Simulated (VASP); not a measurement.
Runs of VASP 6.6.1 on Ag. The structure is that of space group P6_3/mmc (No. 194), or close to it. The cells are those of the table. 

```tsv
cell	gap on the mesh (eV)	pressure (GPa)
a = 2.807, b = 2.807, c = 4.566 Å, angles 90.0, 90.0, 120.0°, 2 atoms	none	15.4
a = 2.742, b = 2.742, c = 4.463 Å, angles 90.0, 90.0, 120.0°, 2 atoms	none	(a)
a = 2.694, b = 2.694, c = 4.387 Å, angles 90.0, 90.0, 120.0°, 2 atoms	none	45.9
a = 2.912, b = 2.912, c = 4.728 Å, angles 90.0, 90.0, 120.0°, 2 atoms	none	0.1
```

Alike in all rows: task single point; level r2SCAN; potentials or basis VASP PAW PBE potentials, release 64 (Ag); no spin polarisation; k mesh 10 × 10 × 6; cutoff (eV) 520; smearing fermi-dirac 0.1 eV.

**Question.** Estimate the missing entries.

**Answer.** (a) 30.6.

Caveats: the PAW data sets were made with another functional, which shifts forces and pressure a little.

A k mesh can miss the band edges, and the runs leave out spin-orbit coupling on Ag.

A gap of «none» marks levels without a gap at the run's occupations.
